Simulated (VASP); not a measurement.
Si: single point with LDA

Si:

```
Si
1.0
     2.58123    0.00000    0.00000
    -1.29062    2.23541    0.00000
     0.00000    0.00000    2.46635
Si
1
Direct
  0.00000 0.00000 0.00000
```

This cell differs from its parent crystal: strain -0.015 along x and y, +0.000 along z.

```yaml
Program: VASP 6.6.1
Task: single point
Functional: LDA
Potentials_or_basis: VASP PAW LDA potentials, release 64 (Si)
Cutoff: 520 eV
k_mesh: 24 × 24 × 20
Occupations: gaussian, width 0.15 eV
Spin: no spin polarisation
Dipole_correction: no
Further_INCAR_settings: ALGO = Normal; EDIFF = 1e-06; NBANDS = 8
```

| Item | Value |
| --- | --- |
| Pressure | 2.8 GPa |
| Band gap on the k mesh | zero (band 2 reaches 17.44 eV, above the bottom of band 3 at 5.39 eV) |

Stress tensor (GPa, compression positive):
```
 4.19  0.00  0.00
 0.00  4.19  0.00
 0.00  0.00 -0.11
```

Levels at points of the mesh, in eV from the Fermi level:
```
           k point  band 1  band 2  band 3  band 4  band 5  band 6  band 7
(0.00, 0.00, 0.00)  -14.39    7.37    7.65   10.83   10.83   12.51   12.51
(0.50, 0.00, 0.00)   -7.61   -6.98    5.41    6.66   12.73   14.88   17.16
(0.00, 0.00, 0.50)   -9.56   -7.43   14.34   14.34   15.14   15.14   16.95
(0.50, 0.00, 0.50)   -3.17   -2.08   -1.95    1.35    9.00   12.61   12.70
```

Wall time 16 s on 1 thread of Intel(R) Xeon(R) 6975P-C (Granite Rapids) (shared host), peak memory 0.16 GiB.

Caveat: the cell differs from its parent crystal (strain -0.015 along x and y, +0.000 along z).
